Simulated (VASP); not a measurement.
The system is Hf.

```
Hf
1.0
     0.00000    2.22000    2.22000
     2.22000    0.00000    2.22000
     2.22000    2.22000    0.00000
Hf
1
Direct
  0.00000 0.00000 0.00000
```

```yaml
Program: VASP 6.6.1
Task: relaxation of cell and atoms
Functional: PBE0
Potentials_or_basis: VASP PAW PBE potentials, release 64 (Hf_pv)
Cutoff: 600 eV
k_mesh: 5 × 5 × 5
Occupations: fermi-dirac, width 0.05 eV
Spin: no spin polarisation
```

At the start: pressure 2.1 GPa; volume 21.88 Å³/atom.

Problem. Where does the relaxation end?

Solution. Over 3 steps the energy falls by 2.5 meV/atom and the volume is 22.28 Å³/atom (+1.8 %); space group Fm-3m (No. 225, to 0.05 Å).

The path:
| step | energy change (eV) | largest force (eV/Å) | pressure (GPa) | volume (Å³) |
| --- | --- | --- | --- | --- |
| 1 | 0.0000 | 0.0000 | 2.08 | 21.88 |
| 2 | 0.0017 | 0.0000 | -2.52 | 22.80 |
| 3 | -0.0025 | 0.0000 | -0.03 | 22.28 |

Final structure:
```
Hf
1.0
     0.00000    2.23322    2.23322
     2.23322    0.00000    2.23322
     2.23322    2.23322    0.00000
Hf
1
Direct
  0.00000 0.00000 0.00000
```

Caveat: the k points lie up to 0.49 Å⁻¹ apart in the final cell; the PAW data sets were made with another functional, which shifts forces and pressure a little.
